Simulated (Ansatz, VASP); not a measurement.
**FeCo3 in VASP and in Ansatz**

```
Fe Co
1.0
     3.63315    0.00000    0.00000
     0.00000    3.63315    0.00000
     0.00000    0.00000    3.63315
Fe Co
1 3
Direct
  0.00000 0.00000 0.00000
  0.50000 0.50000 0.00000
  0.50000 0.00000 0.50000
  0.00000 0.50000 0.50000
```

Alike in both runs: functional PBEsol; k mesh 1 × 1 × 1; occupations gaussian, width 0.1 eV; collinear spin.

Ansatz relaxed the structure, and its values are those at the end. VASP's run is a single point on that final structure, the one shown.

```csv
,VASP,Ansatz
version,VASP 6.6.1,Ansatz 0.2.0
potentials or method,"VASP PAW PBE potentials, release 64 (Fe_sv, Co_sv), cutoff 600 eV","scalar-relativistic, plane waves, PAW"
valence electrons in the cell,67,67
```

Ansatz gave:

```
pressure (GPa)                                                : 0.0
net moment per atom (μB)                                      : 2.75
size of the moment on the site where the two differ most (μB) : 3.28
```

Question: Estimate VASP's values.

Answer: Pressure (GPa): -3.0; net moment per atom (μB): 2.75; size of the moment on the site where the two differ most (μB): 3.04.

VASP's potentials were made for PBE, not for PBEsol. Site moments also hang on the region over which each program counts them. The functional is the same, so the differences come from potentials, cutoffs and numerics.

The k mesh is coarse, so the values compare programs but aren't converged.
